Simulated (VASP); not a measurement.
# Te (P1) in VASP: a series of runs

The runs below take Te through single point, with PBE.

Everything below comes from runs of VASP 6.6.1. Logs are shortened: lines on timing, memory, paths and dates and some standing lists are left out, and cuts for length are marked.

## 1. The cell of the first run

The typed cell holds 3 atoms: a = 4.421 Å, b = 4.462 Å, c = 5.959 Å, α = 88.92°, β = 91.09°, γ = 119.49°.

## 2. Single point, PBE

Contents of INCAR:

```
SYSTEM = Te
  PREC = Accurate
  ENCUT = 520
  EDIFF = 1E-6
  ISMEAR = 0
  SIGMA = 0.01
  LREAL = .FALSE.
  LASPH = .TRUE.
  NELM = 80
  ALGO = Normal
  ISIF = 2
  LWAVE = .FALSE.
  LCHARG = .FALSE.
  GGA = PE
  NBANDS = 16
```

Contents of KPOINTS:

```
Automatic mesh
0
G
  1 1 1
  0 0 0
```

Contents of POSCAR:

```
Te
1.0
    4.4209096036      0.0079536349     -0.0423800864
   -2.2035667519      3.8798597804      0.0423726818
   -0.0563703493      0.0325340637      5.9587332325
Te
3
Direct
    0.2819961949      0.0217357072      0.1962195827
    0.0406250642      0.2800747766      0.8234310943
    0.6919897832      0.7202014071      0.4930215623
```

Potentials or basis: VASP PAW PBE potentials, release 64 (Te).

Command:

```bash
$ cat potpaw_PBE.64/Te/POTCAR > POTCAR
$ mpirun -np 1 vasp_gam > vasp.out
```

OUTCAR:

```text
SYSTEM = Te
   PREC = Accurate
   ENCUT = 520
   EDIFF = 1E-6
   ISMEAR = 0
   LREAL = .FALSE.
   LASPH = .TRUE.
   NELM = 80
   ISIF = 2
   GGA = PE

 ion  position               nearest neighbor table
   1  0.282  0.022  0.196-   3 2.89   2 2.90   3 3.23   3 3.26
   2  0.041  0.280  0.823-   1 2.90   3 2.96   3 3.24   3 3.58
   3  0.692  0.720  0.493-   1 2.89   2 2.96   1 3.23   2 3.24   1 3.26   2 3.58

  LATTYP: Found a triclinic cell.
 ALAT       =     4.4621534924
 B/A-ratio  =     1.0030311605
 C/A-ratio  =     1.3354737087
 COS(alpha) =     0.0000543608
 COS(beta)  =     0.0189140268
 COS(gamma) =     0.5106415552

  Lattice vectors:

 A1 = (   2.2035667519,  -3.8798597804,  -0.0423726818)
 A2 = (  -2.2173428517,  -3.8878134153,   0.0000074046)
 A3 = (   0.0563703493,  -0.0325340637,  -5.9587332325)

Analysis of symmetry for initial positions (statically):
=====================================================================
 Subroutine PRICEL returns:
 Original cell was already a primitive cell.

 Routine SETGRP: Setting up the symmetry group for a
 triclinic supercell.

 Subroutine GETGRP returns: Found  1 space group operations
 (whereof  1 operations were pure point group operations)
 out of a pool of  2 trial point group operations.

The static configuration has the point symmetry C_1 .

Analysis of symmetry for dynamics (positions and initial velocities):
=====================================================================
 Subroutine PRICEL returns:
 Original cell was already a primitive cell.

 Routine SETGRP: Setting up the symmetry group for a
 triclinic supercell.

 Subroutine GETGRP returns: Found  1 space group operations
 (whereof  1 operations were pure point group operations)
 out of a pool of  2 trial point group operations.

The dynamic configuration has the point symmetry C_1 .

 Subroutine INISYM returns: Found  1 space group operations
 (whereof  1 operations are pure point group operations),
 and found     1 'primitive' translations

----------------------------------------------------------------------------------------

                                     Primitive cell

  volume of cell :     102.2993

  direct lattice vectors                    reciprocal lattice vectors
     4.420909604  0.007953635 -0.042380086     0.225980693  0.128330062  0.001437136
    -2.203566752  3.879859780  0.042372682    -0.000476762  0.257485899 -0.001410356
    -0.056370349  0.032534064  5.958733233     0.001610625 -0.000918271  0.167841155

  length of vectors
     4.421119887  4.462153492  5.959088673     0.259880634  0.257490203  0.167851394

  position of ions in fractional coordinates (direct lattice)
     0.281996195  0.021735707  0.196219583
     0.040625064  0.280074777  0.823431094
     0.691989783  0.720201407  0.493021562

  ion indices of the primitive-cell ions
   primitive index   ion index
                 1           1
                 2           2
                 3           3

----------------------------------------------------------------------------------------

 KPOINTS: Automatic mesh

Automatic generation of k-mesh.
 Grid dimensions read from file:
 generate k-points for:    1    1    1

 Generating k-lattice:

  Cartesian coordinates                     Fractional coordinates (reciprocal lattice)
     0.225980693  0.128330062  0.001437136     1.000000000 -0.000000000  0.000000000
    -0.000476762  0.257485899 -0.001410356     0.000000000  1.000000000  0.000000000
     0.001610625 -0.000918271  0.167841155     0.000000000 -0.000000000  1.000000000

  Length of vectors
     0.259880634  0.257490203  0.167851394

  Shift w.r.t. Gamma in fractional coordinates (k-lattice)
     0.000000000  0.000000000  0.000000000

 Subroutine IBZKPT returns following result:
 ===========================================

 Found      1 irreducible k-points:

 Following reciprocal coordinates:
            Coordinates               Weight
  0.000000  0.000000  0.000000      1.000000
   k-points           NKPTS =      1   k-points in BZ     NKDIM =      1   number of bands    NBANDS=     16
   number of dos      NEDOS =    301   number of ions     NIONS =      3
   total plane-waves  NPLWV =  62208
   dimension x,y,z NGX =    36 NGY =   36 NGZ =   48
   dimension x,y,z NGXF=    72 NGYF=   72 NGZF=   96
   ions per type =               3
   NGX,Y,Z   is equivalent  to a cutoff of  13.54, 13.41, 13.39 a.u.
   NGXF,Y,Z  is equivalent  to a cutoff of  27.07, 26.82, 26.78 a.u.
 SYSTEM =  Te
   PREC   = accura    normal or accurate (medium, high low for compatibility)
   ISTART =      0    job   : 0-new  1-cont  2-samecut
   ICHARG =      2    charge: 1-file 2-atom 10-const
   ISPIN  =      1    spin polarized calculation?
   LNONCOLLINEAR =      F non collinear calculations
   LSORBIT =      F    spin-orbit coupling
   LASPH  =      T    aspherical Exc in radial PAW
   ENCUT  =  520.0 eV  38.22 Ry    6.18 a.u.   8.22  8.30 11.08*2*pi/ulx,y,z
   NELM   =     80;   NELMIN=  2; NELMDL= -5     # of ELM steps
   EDIFF  = 0.1E-05   stopping-criterion for ELM
   LREAL  =      F    real-space projection
   EDIFFG = 0.1E-04   stopping-criterion for IOM
   NSW    =      0    number of steps for IOM
   IBRION =     -1    ionic relax: 0-MD 1-quasi-New 2-CG
   NFREE  =      0    steps in history (QN), initial steepest desc. (CG)
   ISIF   =      2    stress and relaxation
   ISYM   =      2    0-nonsym 1-usesym 2-fastsym
   POTIM  = 0.5000    time-step for ionic-motion
   TEBEG  =    0.0;   TEEND  =   0.0 temperature during run
   PSTRESS=    0.0 pullay stress
   NELECT =      18.0000    total number of electrons
   NUPDOWN=      -1.0000    fix difference up-down
   EMIN   =  10.00;   EMAX   =-10.00  energy-range for DOS
   EFERMI =   0.00;   METHOD = LEGACY
   ISMEAR =     0;   SIGMA  =   0.01  broadening in eV -4-tet -1-fermi 0-gaus
   EFERMI_NEDOS =   21; number of points for ismear=-14 and -15
   IALGO  =     38    algorithm
   IMIX   =      4    mixing-type and parameters
     AMIX     =   0.40;   BMIX     =  1.00
     AMIX_MAG =   1.60;   BMIX_MAG =  1.00
  volume/ion in A,a.u.               =      34.10       230.12
  Fermi-wavevector in a.u.,A,eV,Ry     =   0.917363  1.733565 11.450060  0.841556
  Thomas-Fermi vector in A             =   2.042324
   LORBIT       =      0    0 simple, 1 ext, 2 COOP (PROOUT), +10 PAW based schemes
   GGA     = PE    functional components
   LHFCALC =     F    Hartree Fock is set to
   AEXX    =    0.0000 exact exchange contribution
   IVDW    =     0    specifies the selected vdW correction
   LEPSILON=     F    determine dielectric tensor
   LRPA    =     F    only Hartree local field effects (RPA)
 non-spin polarized calculation
 Gauss-broadening in eV      SIGMA  =   0.01
  energy-cutoff  :      520.00
  volume of cell :      102.30
 maximum number of plane-waves:      1375
 NGX is ok and might be reduce to    36
   NGX = 17   NGY = 17   NGZ = 23

 number of electron      17.9999999 magnetization

 Free energy of the ion-electron system (eV)
  ---------------------------------------------------
  ext. energy  EPLUGINS =         0.00000000
  ---------------------------------------------------
  free energy    TOTEN  =        -1.56935210 eV

  energy without entropy =       -1.56935210  energy(sigma->0) =       -1.56935210

 E-fermi :   5.3038     XC(G=0):  -8.8189

 val. band max:        5.2572819944   @ k =   0.0000   0.0000   0.0000
 cond. band min:       6.7843106322   @ k =   0.0000   0.0000   0.0000
 fundamental gap:      1.5270286377
 Fermi energy:         5.3038438362

 k-point     1 :       0.0000    0.0000    0.0000
  band No.  band energies     occupation
      1      -7.3566      2.00000
      2      -4.2775      2.00000
      3      -3.7883      2.00000
      4       2.9717      2.00000
      5       3.3277      2.00000
      6       3.8525      2.00000
      7       4.2467      2.00000
      8       4.8439      2.00000
      9       5.2573      2.00000
     10       6.7843      0.00000
     11       7.1680      0.00000
     12       7.8137      0.00000
     13      11.0823      0.00000
     14      11.2894      0.00000
     15      11.9770      0.00000
     16      12.0836      0.00000

------------------------ aborting loop because EDIFF is reached ----------------------------------------

  FORCE on cell =-STRESS in cart. coord.  units (eV):
  Direction    XX          YY          ZZ          XY          YZ          ZX
  --------------------------------------------------------------------------------------
  -------------------------------------------------------------------------------------
  Total       26.2342543     25.0680636    -10.3959897     -0.8811003     -1.5271135      1.1081094
  in kB      410.8720192    392.6075348   -162.8184748    -13.7994944    -23.9171353     17.3548354
  external PRESSURE =     213.5536930 kB  Pullay stress =       0.0000000 kB

 VOLUME and BASIS-vectors are now :
 -----------------------------------------------------------------------------
  energy-cutoff  :      520.00
  volume of cell :      102.30
      direct lattice vectors                 reciprocal lattice vectors
     4.420909604  0.007953635 -0.042380086     0.225980693  0.128330062  0.001437136
    -2.203566752  3.879859780  0.042372682    -0.000476762  0.257485899 -0.001410356
    -0.056370349  0.032534064  5.958733233     0.001610625 -0.000918271  0.167841155

 POSITION                                       TOTAL-FORCE (eV/Angst)
 -----------------------------------------------------------------------------------
      1.18772      0.09296      1.15819         1.356047     -0.284836      0.743335
     -0.48398      1.11376      4.91675        -2.007043      1.038882     -0.664700
      1.44442      2.81582      2.93897         0.650996     -0.754046     -0.078635
 -----------------------------------------------------------------------------------
    total drift:                               -0.000196      0.000013      0.000026

  FREE ENERGIE OF THE ION-ELECTRON SYSTEM (eV)
  ---------------------------------------------------
  free  energy   TOTEN  =        -1.5693520973 eV

  energy  without entropy=       -1.5693520973  energy(sigma->0) =       -1.56935210
```

Wall time 5 s (1 thread of Intel Xeon 6975P-C (Granite Rapids), shared host); peak memory 0.21 GiB.

Results:

| Quantity | Value |
| --- | --- |
| Free energy | -1.5694 eV |
| Pressure | 21.4 GPa |
| Largest force | 2.356 eV/Å |
| Band gap on the k mesh | 1.53 eV |

Forces on the atoms (eV/Å):
```
Te   1.356 -0.285  0.743
Te  -2.007  1.039 -0.665
Te   0.651 -0.754 -0.079
```

Stress tensor (GPa, compression positive):
```
 41.09  -1.38   1.74
 -1.38  39.26  -2.39
  1.74  -2.39 -16.28
```

Caveat: the k points lie up to 1.63 Å⁻¹ apart; spin-orbit coupling is left out, which moves the levels of the heavy elements; forces of over 1 eV/Å act on the atoms, so gaps and moduli don't describe the material at rest. A k mesh can miss the band edges.

## 3. Single point, PBE

Contents of INCAR:

```
PREC = Accurate
ENCUT = 520
EDIFF = 1E-6
ISMEAR = 0
SIGMA = 0.01
LREAL = F
LASPH = T
NELM = 80
ALGO = Normal
ISIF = 2
LWAVE = F
LCHARG = F
GGA = PE
NBANDS = 16
```

Contents of KPOINTS:

```
regular mesh
0
Gamma
  2 2 1
```

POSCAR is that of step 2.

Potentials or basis: VASP PAW PBE potentials, release 64 (Te).

Command:

```bash
$ cat potpaw_PBE.64/Te/POTCAR > POTCAR
$ mpirun -np 1 vasp_std > vasp.out
```

Run time: 6 s. Hardware: 1 thread of Intel Xeon 6975P-C (Granite Rapids), shared host; peak memory 0.22 GiB.

It converged, with:

* Free energy: -8.8773 eV
* Pressure: 1.5 GPa
* Largest force: 1.990 eV/Å
* Band gap on the k mesh: 0.72 eV, indirect (least direct gap 0.98 eV)

Forces in eV/Å, atoms in the order of the input:
```
Te  -1.506 -0.304 -0.116
Te   0.168 -1.129 -0.227
Te   1.338  1.433  0.342
```

Stress tensor (GPa, compression positive):
```
 5.22 -2.04  1.22
-2.04  2.99 -1.31
 1.22 -1.31 -3.63
```

Levels at points of the mesh, in eV from the valence-band top:
```csv
k point,band 6,band 7,band 8,band 9,band 10,band 11,band 12,band 13
"(0.00, 0.00, 0.00)",-1.84,-1.41,-0.88,-0.43,1.20,1.51,2.14,5.45
"(0.50, 0.00, 0.00)",-3.06,-2.78,-0.63,-0.01,1.08,1.67,3.57,4.20
"(0.00, 0.50, 0.00)",-3.12,-2.87,-0.54,0.00,1.03,1.67,3.67,4.05
"(0.50, 0.50, 0.00)",-3.34,-2.92,-0.34,-0.26,0.72,1.16,3.53,4.28
```

Caveat: the k points lie up to 1.05 Å⁻¹ apart; spin-orbit coupling is left out, which moves the levels of the heavy elements; forces of over 1 eV/Å act on the atoms, so gaps and moduli don't describe the material at rest. A k mesh can miss the band edges.

(Continued in part 2 of 2.)
